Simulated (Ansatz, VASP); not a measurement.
Two plane-wave programs on AgI2

The input INCAR:

```
  PREC = Accurate
  ENCUT = 520
  EDIFF = 1E-7
  ISMEAR = 0
  SIGMA = 0.15
  LREAL = F
  LASPH = T
  NELM = 100
  ALGO = Normal
  ISIF = 2
  LWAVE = F
  LCHARG = F
  GGA = PS
  NBANDS = 20
```

KPOINTS

```
regular mesh
0
Gamma
  14 14 10
```

File POSCAR:

```
AgI2
1.0
    4.1772017402      0.0000000000      0.0000000000
    0.0000000000      4.1772017402      0.0000000000
    0.0000000000      0.0000000000      5.8489731027
Ag I
1 2
Direct
    0.0000000000      0.0000000000      0.5000000000
    0.5000000000      0.0000000000      0.7910272650
    0.0000000000      0.5000000000      0.2089727350
```

Input for Ansatz:

```yaml
crystal:
  lattice:
    - [4.1772017402, 0.0, 0.0]
    - [0.0, 4.1772017402, 0.0]
    - [0.0, 0.0, 5.8489731027]
  atoms:
    - { symbol: Ag, position: [0.0, 0.0, 0.5] }
    - { symbol: I, position: [0.5, 0.0, 0.791027265] }
    - { symbol: I, position: [0.0, 0.5, 0.208972735] }
basis:
  ecutwfc: 420
kpoints:
  mp_grid: { grid: [14, 14, 10] }
hamiltonian:
  xc: pbesol
scf:
  occupations: { method: gaussian, width: 0.15 }
output:
  forces: true
  stress: true
  eigenvalues: true
```

Alike in both runs: task single point; functional PBEsol; k mesh 14 × 14 × 10; occupations gaussian, width 0.15 eV; no spin polarisation.

```csv
,VASP,Ansatz
version,VASP 6.6.1,Ansatz 0.2.0
potentials or method,"VASP PAW PBE potentials, release 64 (Ag, I), cutoff 520 eV","scalar-relativistic, plane waves, PAW"
valence electrons in the cell,25,53
```

```tsv
	VASP	Ansatz	Ansatz less VASP
gap on the k mesh at the Fermi level (eV)	none	none	-
pressure (GPa)	0.5	0.6	+0.04
traceless stress, the component that is largest in VASP (GPa)	0.57	0.58	+0.010
rms of the force components (eV/Å)	0.061	0.063	+0.0030
```

VASP's potentials were made for PBE, not for PBEsol. Atom by atom the forces differ by 0.003 eV/Å (rms over components). A gap of «none» marks a metal or a gap that the smearing closes. VASP's potentials hold 25 valence electrons a cell and Ansatz's 53, so a difference there can come from the potentials and not from the codes.

Neither program's run includes spin-orbit coupling.
